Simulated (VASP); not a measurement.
Ti2O, 3 atoms in the cell. It takes space group P-3m1 (No. 164, trigonal). Conventional cell: a = 3.012 Å, b = 3.012 Å, c = 4.900 Å, α = 90.00°, β = 90.00°, γ = 120.00°. Ti (site symmetry 3m) has 3 O at 2.18 Å and 12 Ti at 2.87 to 3.14 Å within 3.2 Å. O (site symmetry -3m) has 6 Ti at 2.18 Å and 6 O at 3.01 Å within 3.1 Å. 

- Program: VASP 6.6.1
- Task: single point
- Functional: r2SCAN
- Potentials or basis: VASP PAW PBE potentials, release 64 (Ti_sv, O)
- Cutoff: 520 eV
- k mesh: 18 × 18 × 10
- Occupations: gaussian, width 0.1 eV
- Spin: no spin polarisation
- Dipole correction: no
- Further INCAR settings: ALGO = Normal; EDIFF = 1e-06; NBANDS = 22

Potentials or basis: VASP PAW PBE potentials, release 64 (Ti_sv, O).

Run with:

```console
$ cat potpaw_PBE.64/Ti_sv/POTCAR potpaw_PBE.64/O/POTCAR > POTCAR
$ cp INCAR.step1 INCAR
$ mpirun -np 1 vasp_std > vasp.out
$ cp INCAR.step2 INCAR
$ mpirun -np 1 vasp_std > vasp.out
```

Hardware: 1 thread of Intel(R) Xeon(R) 6975P-C (Granite Rapids) (shared host).

**Question.** Estimate the wall time of this run.

**Answer.** It took 4.6 min on 1 thread of Intel(R) Xeon(R) 6975P-C (Granite Rapids), with other jobs on the host, peak memory 0.35 GiB. Counts: k points 330.
